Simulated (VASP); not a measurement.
# SrO (Immm) in VASP: a series of runs

Runs on SrO. Level: r2SCAN. Tasks: single point.

Program: VASP 6.6.1. These are calculated values, not measurements. Logs are shortened: lines on timing, memory, paths and dates and some standing lists are left out, and cuts for length are marked.

## (1) The cell of the first run

It takes space group Immm (No. 71, orthorhombic). Conventional cell: a = 3.612 Å, b = 3.685 Å, c = 5.160 Å, α = 90.00°, β = 90.00°, γ = 90.00°. Sr (site symmetry mmm) has 6 O at 2.58 Å within 3.4 Å. Within 3.4 Å of O (site symmetry mmm) lie 6 Sr at 2.58 Å.

## (2) Single point, r2SCAN (strain -0.0200 x Voigt [0, 0, 0, 0, 0, 1])

File POSCAR:

```
SrO
1.0
   -0.0258014769      2.5801476905      2.5801476905
    2.5801476905     -0.0258014769      2.5801476905
    2.5543462136      2.5543462136      0.0000000000
Sr O
1 1
Direct
    0.0000000000      0.0000000000      0.0000000000
    0.5000000000      0.5000000000      0.5000000000
```

File INCAR.step1:

```
PREC = Accurate
ENCUT = 520
ISMEAR = 0
SIGMA = 0.05
LREAL = False
LASPH = True
NELM = 80
NBANDS = 15
GGA = PE
ALGO = Normal
EDIFF = 1E-4
LWAVE = True
LCHARG = False
```

File INCAR.step2:

```
PREC = Accurate
ENCUT = 520
EDIFF = 1E-6
ISMEAR = 0
SIGMA = 0.05
LREAL = False
LASPH = True
NELM = 80
ALGO = Normal
ISIF = 2
LWAVE = False
LCHARG = False
METAGGA = R2SCAN
LMIXTAU = True
NBANDS = 15
ISTART = 1
```

File KPOINTS:

```
regular mesh
0
Gamma
  8 8 8
```

Potentials or basis: VASP PAW PBE potentials, release 64 (Sr_sv, O).

The run is started by

```sh
$ cat potpaw_PBE.64/Sr_sv/POTCAR potpaw_PBE.64/O/POTCAR > POTCAR
$ cp INCAR.step1 INCAR
$ mpirun -np 1 vasp_std > vasp.out
$ cp INCAR.step2 INCAR
$ mpirun -np 1 vasp_std > vasp.out
```

OUTCAR:

```text
PREC = Accurate
   ENCUT = 520
   EDIFF = 1E-6
   ISMEAR = 0
   LREAL = False
   LASPH = True
   NELM = 80
   ISIF = 2
   METAGGA = R2SCAN
   ISTART = 1

 ion  position               nearest neighbor table
   1  0.000  0.000  0.000-   2 2.58   2 2.58   2 2.58   2 2.58   2 2.58   2 2.58
   2  0.500  0.500  0.500-   1 2.58   1 2.58   1 2.58   1 2.58   1 2.58   1 2.58

  LATTYP: Found a body centered orthorhombic cell.
 ALAT       =     3.6123910583
 B/A-ratio  =     1.0202020202
 C/A-ratio  =     1.4284985478

  Lattice vectors:

 A1 = (   0.0258014769,  -2.5801476905,  -2.5801476905)
 A2 = (  -0.0258014769,   2.5801476905,  -2.5801476905)
 A3 = (   2.5801476905,  -0.0258014769,   2.5801476905)

Analysis of symmetry for initial positions (statically):
=====================================================================
 Subroutine PRICEL returns:
 Original cell was already a primitive cell.

 Routine SETGRP: Setting up the symmetry group for a
 body centered orthorhombic supercell.

 Subroutine GETGRP returns: Found  8 space group operations
 (whereof  8 operations were pure point group operations)
 out of a pool of  8 trial point group operations.

The static configuration has the point symmetry D_2h.

Analysis of symmetry for dynamics (positions and initial velocities):
=====================================================================
 Subroutine PRICEL returns:
 Original cell was already a primitive cell.

 Routine SETGRP: Setting up the symmetry group for a
 body centered orthorhombic supercell.

 Subroutine GETGRP returns: Found  8 space group operations
 (whereof  8 operations were pure point group operations)
 out of a pool of  8 trial point group operations.

The dynamic configuration has the point symmetry D_2h.

 Subroutine INISYM returns: Found  8 space group operations
 (whereof  8 operations are pure point group operations),
 and found     1 'primitive' translations

----------------------------------------------------------------------------------------

                                     Primitive cell

  volume of cell :      34.3495

  direct lattice vectors                    reciprocal lattice vectors
    -0.025801477  2.580147691  2.580147691    -0.191868670  0.191868670  0.193787356
     2.580147691 -0.025801477  2.580147691     0.191868670 -0.191868670  0.193787356
     2.554346214  2.554346214  0.000000000     0.195744804  0.195744804 -0.193787356

  length of vectors
     3.648971078  3.648971078  3.612391058     0.333437719  0.333437719  0.337913593

  position of ions in fractional coordinates (direct lattice)
     0.000000000  0.000000000  0.000000000
     0.500000000  0.500000000  0.500000000

  ion indices of the primitive-cell ions
   primitive index   ion index
                 1           1
                 2           2

----------------------------------------------------------------------------------------

 KPOINTS: regular mesh

Automatic generation of k-mesh.
 Grid dimensions read from file:
 generate k-points for:    8    8    8

 Generating k-lattice:

  Cartesian coordinates                     Fractional coordinates (reciprocal lattice)
    -0.023983584  0.023983584  0.024223420     0.125000000  0.000000000  0.000000000
     0.023983584 -0.023983584  0.024223420     0.000000000  0.125000000  0.000000000
     0.024468101  0.024468101 -0.024223420     0.000000000  0.000000000  0.125000000

  Length of vectors
     0.041679715  0.041679715  0.042239199

  Shift w.r.t. Gamma in fractional coordinates (k-lattice)
     0.000000000  0.000000000  0.000000000

 Subroutine IBZKPT returns following result:
 ===========================================

 Found     95 irreducible k-points:

 Following reciprocal coordinates:
            Coordinates               Weight
  0.000000  0.000000  0.000000      1.000000
  0.125000  0.000000  0.000000      4.000000
  0.250000  0.000000  0.000000      4.000000
  0.375000  0.000000  0.000000      4.000000
  0.500000  0.000000  0.000000      2.000000
  0.125000  0.125000  0.000000      2.000000
[... 16 lines left out ...]
  0.125000  0.000000  0.125000      4.000000
  0.250000  0.000000  0.125000      8.000000
 [... further k-points ...]
   k-points           NKPTS =     95   k-points in BZ     NKDIM =     95   number of bands    NBANDS=     15
   number of dos      NEDOS =    301   number of ions     NIONS =      2
   total plane-waves  NPLWV =  21952
   dimension x,y,z NGX =    28 NGY =   28 NGZ =   28
   dimension x,y,z NGXF=    56 NGYF=   56 NGZF=   56
   ions per type =               1   1
   NGX,Y,Z   is equivalent  to a cutoff of  12.76, 12.76, 12.89 a.u.
   NGXF,Y,Z  is equivalent  to a cutoff of  25.51, 25.51, 25.77 a.u.
 SYSTEM =  unknown system
   PREC   = accura    normal or accurate (medium, high low for compatibility)
   ISTART =      1    job   : 0-new  1-cont  2-samecut
   ICHARG =      0    charge: 1-file 2-atom 10-const
   ISPIN  =      1    spin polarized calculation?
   LNONCOLLINEAR =      F non collinear calculations
   LSORBIT =      F    spin-orbit coupling
   LASPH  =      T    aspherical Exc in radial PAW
   ENCUT  =  520.0 eV  38.22 Ry    6.18 a.u.   6.78  6.78  6.72*2*pi/ulx,y,z
   NELM   =     80;   NELMIN=  2; NELMDL=  0     # of ELM steps
   EDIFF  = 0.1E-05   stopping-criterion for ELM
   LREAL  =      F    real-space projection
   EDIFFG = 0.1E-04   stopping-criterion for IOM
   NSW    =      0    number of steps for IOM
   IBRION =     -1    ionic relax: 0-MD 1-quasi-New 2-CG
   NFREE  =      0    steps in history (QN), initial steepest desc. (CG)
   ISIF   =      2    stress and relaxation
   ISYM   =      2    0-nonsym 1-usesym 2-fastsym
   POTIM  = 0.5000    time-step for ionic-motion
   TEBEG  =    0.0;   TEEND  =   0.0 temperature during run
   PSTRESS=    0.0 pullay stress
   NELECT =      16.0000    total number of electrons
   NUPDOWN=      -1.0000    fix difference up-down
   EMIN   =  10.00;   EMAX   =-10.00  energy-range for DOS
   EFERMI =   0.00;   METHOD = LEGACY
   ISMEAR =     0;   SIGMA  =   0.05  broadening in eV -4-tet -1-fermi 0-gaus
   EFERMI_NEDOS =   21; number of points for ismear=-14 and -15
   IALGO  =     38    algorithm
   IMIX   =      4    mixing-type and parameters
     AMIX     =   0.40;   BMIX     =  1.00
     AMIX_MAG =   1.60;   BMIX_MAG =  1.00
  volume/ion in A,a.u.               =      17.17       115.90
  Fermi-wavevector in a.u.,A,eV,Ry     =   1.269038  2.398135 21.911615  1.610458
  Thomas-Fermi vector in A             =   2.402101
   LORBIT       =      0    0 simple, 1 ext, 2 COOP (PROOUT), +10 PAW based schemes
   METAGGA = R2SCAN    functional components
   LHFCALC =     F    Hartree Fock is set to
   AEXX    =    0.0000 exact exchange contribution
   IVDW    =     0    specifies the selected vdW correction
   LEPSILON=     F    determine dielectric tensor
   LRPA    =     F    only Hartree local field effects (RPA)
 non-spin polarized calculation
 Gauss-broadening in eV      SIGMA  =   0.05
  energy-cutoff  :      520.00
  volume of cell :       34.35
 maximum number of plane-waves:       938
   NGX = 13   NGY = 13   NGZ = 13

 number of electron      15.9999998 magnetization

 Free energy of the ion-electron system (eV)
  ---------------------------------------------------
  ext. energy  EPLUGINS =         0.00000000
  ---------------------------------------------------
  free energy    TOTEN  =       -27.05336870 eV

  energy without entropy =      -27.05336870  energy(sigma->0) =      -27.05336870

 E-fermi :   1.5979     XC(G=0): -10.5319

 val. band max:        1.3169874529   @ k =   0.0000   0.0000   0.0000
 cond. band min:       5.0401834565   @ k =   0.5000   0.5000   0.0000
 fundamental gap:      3.7231960035
 Fermi energy:         1.5979010262

 k-point     1 :       0.0000    0.0000    0.0000
  band No.  band energies     occupation
      1     -32.2191      2.00000
      2     -14.7210      2.00000
      3     -13.2557      2.00000
      4     -13.2529      2.00000
      5     -13.2491      2.00000
      6       1.2735      2.00000
      7       1.2936      2.00000
      8       1.3170      2.00000
      9       5.8712      0.00000
     10       7.9227      0.00000
     11       8.0444      0.00000
     12       8.1718      0.00000
     13      10.3465      0.00000
     14      10.3474      0.00000
     15      14.5402      0.00000

 k-point     2 :       0.1250    0.0000    0.0000
  band No.  band energies     occupation
      1     -32.2005      2.00000
      2     -15.0121      2.00000
      3     -13.2633      2.00000
      4     -13.2606      2.00000
      5     -13.0081      2.00000
      6       0.8598      2.00000
      7       1.0978      2.00000
      8       1.1346      2.00000
      9       6.5414      0.00000
     10       7.8310      0.00000
     11       8.3046      0.00000
     12       8.4739      0.00000
     13      10.7511      0.00000
     14      10.7527      0.00000
     15      15.5101      0.00000

 k-point     3 :       0.2500    0.0000    0.0000
  band No.  band energies     occupation
      1     -32.1552      2.00000
      2     -15.5229      2.00000
      3     -13.2881      2.00000
      4     -13.2857      2.00000
      5     -12.6056      2.00000
      6       0.0679      2.00000
      7       0.6856      2.00000
      8       0.7368      2.00000
      9       7.7530      0.00000
     10       8.0953      0.00000
     11       9.1095      0.00000
     12       9.2919      0.00000
     13      11.7734      0.00000
     14      11.7734      0.00000
     15      17.4594      0.00000
[... 343 lines left out ...]
 k-point    23 :       0.1250    0.0000    0.1250
  band No.  band energies     occupation
      1     -32.1935      2.00000
      2     -15.0396      2.00000
      3     -13.3046      2.00000
      4     -13.3045      2.00000
      5     -12.9441      2.00000
      6       0.5688      2.00000
      7       1.2257      2.00000
      8       1.2275      2.00000
      9       6.6265      0.00000
     10       7.3440      0.00000
     11       8.7048      0.00000
     12       8.7117      0.00000
     13      10.5608      0.00000
     14      11.1591      0.00000
     15      15.8529      0.00000

 k-point    24 :       0.2500    0.0000    0.1250
  band No.  band energies     occupation
      1     -32.1577      2.00000
      2     -15.3719      2.00000
      3     -13.3491      2.00000
      4     -13.3363      2.00000
      5     -12.7135      2.00000
      6       0.0871      2.00000
      7       0.9335      2.00000
      8       1.0242      2.00000
      9       7.0700      0.00000
     10       7.6207      0.00000
     11       9.4087      0.00000
     12       9.5376      0.00000
     13      11.1637      0.00000
     14      12.0141      0.00000
     15      17.4912      0.00000

 [... further k-points ...]

------------------------ aborting loop because EDIFF is reached ----------------------------------------

  FORCE on cell =-STRESS in cart. coord.  units (eV):
  Direction    XX          YY          ZZ          XY          YZ          ZX
  --------------------------------------------------------------------------------------
  -------------------------------------------------------------------------------------
  Total        0.1079882      0.1079882      0.1021028      0.2376379      0.0000000      0.0000000
  in kB        5.0369367      5.0369367      4.7624219     11.0842445      0.0000000      0.0000000
  external PRESSURE =       4.9454317 kB  Pullay stress =       0.0000000 kB

 VOLUME and BASIS-vectors are now :
 -----------------------------------------------------------------------------
  energy-cutoff  :      520.00
  volume of cell :       34.35
      direct lattice vectors                 reciprocal lattice vectors
    -0.025801477  2.580147691  2.580147691    -0.191868670  0.191868670  0.193787356
     2.580147691 -0.025801477  2.580147691     0.191868670 -0.191868670  0.193787356
     2.554346214  2.554346214  0.000000000     0.195744804  0.195744804 -0.193787356

 POSITION                                       TOTAL-FORCE (eV/Angst)
 -----------------------------------------------------------------------------------
      0.00000      0.00000      0.00000        -0.000000     -0.000000      0.000000
      2.55435      2.55435      2.58015         0.000000      0.000000     -0.000000
 -----------------------------------------------------------------------------------
    total drift:                                0.000000      0.000000      0.000000

  FREE ENERGIE OF THE ION-ELECTRON SYSTEM (eV)
  ---------------------------------------------------
  free  energy   TOTEN  =       -27.0533687002 eV

  energy  without entropy=      -27.0533687002  energy(sigma->0) =      -27.05336870
```

Run time: 98 s. Hardware: 1 thread of Intel Xeon 6975P-C (Granite Rapids), shared host; peak memory 0.19 GiB.

Results:

| Quantity | Value |
| --- | --- |
| Free energy | -27.0534 eV |
| Pressure | 0.5 GPa |
| Band gap on the k mesh | 3.72 eV, indirect (least direct gap 3.81 eV) |

Caveat: the cell differs from its parent crystal (strain -0.0200 x Voigt [0, 0, 0, 0, 0, 1]); the PAW data sets were made with another functional, which shifts forces and pressure a little.

(Continued in part 2 of 2.)
